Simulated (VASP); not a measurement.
Set up this calculation in VASP 6.6.1, as the native input.

```
Task                   : single point
Functional             : LDA
Potentials or basis    : VASP PAW LDA potentials, release 64 (Sn_d, O)
Cutoff                 : 520 eV
k mesh                 : 6 × 6 × 8
Occupations            : gaussian, width 0.05 eV
Spin                   : no spin polarisation
Dipole correction      : no
Further INCAR settings : ALGO = Normal; EDIFF = 1e-06; NBANDS = 35
```

The structure of SnO2 lies in POSCAR:

```
SnO2
1.0
    4.8299657324      0.0000000000      0.0000000000
    0.0000000000      4.8305590713      0.0000000000
    0.0000000000      0.0000000000      3.2631512253
Sn O
2 4
Direct
    0.5000000000      0.5000000000      0.5000000000
    0.0000000000      0.0000000000      0.0000000000
    0.3059833077      0.2543006016      0.0000000000
    0.8059833077      0.2456993984      0.5000000000
    0.1940166923      0.7543006016      0.5000000000
    0.6940166923      0.7456993984      0.0000000000
```

One way to write it, as run:

INCAR

```
SYSTEM = SnO2
  PREC = Accurate
  ENCUT = 520
  EDIFF = 1E-6
  ISMEAR = 0
  SIGMA = 0.05
  LREAL = .False.
  LASPH = .True.
  NELM = 60
  ALGO = Normal
  ISIF = 2
  LWAVE = .False.
  LCHARG = .True.
  GGA = CA
  LELF = .True.
  LVHAR = .True.
  NBANDS = 35
```

KPOINTS

```
regular mesh
0
Gamma
  6 6 8
  0 0 0
```

Potentials or basis: VASP PAW LDA potentials, release 64 (Sn_d, O).

Command:

```bash
$ cat potpaw_LDA.64/Sn_d/POTCAR potpaw_LDA.64/O/POTCAR > POTCAR
$ mpirun -np 1 vasp_std > vasp.out
```

Results of the run:

| Item | Value |
| --- | --- |
| Pressure | -8.6 GPa |
| Largest force | 3.052 eV/Å |
| Band gap on the k mesh | 0.71 eV, indirect (least direct gap 1.01 eV) |

Caveat: spin-orbit coupling is left out, which moves the levels of the heavy elements; forces of over 1 eV/Å act on the atoms, so gaps and moduli don't describe the material at rest.

It took 2.1 min on 1 thread of Intel Xeon 6975P-C, on a shared host, peak memory 0.27 GiB.
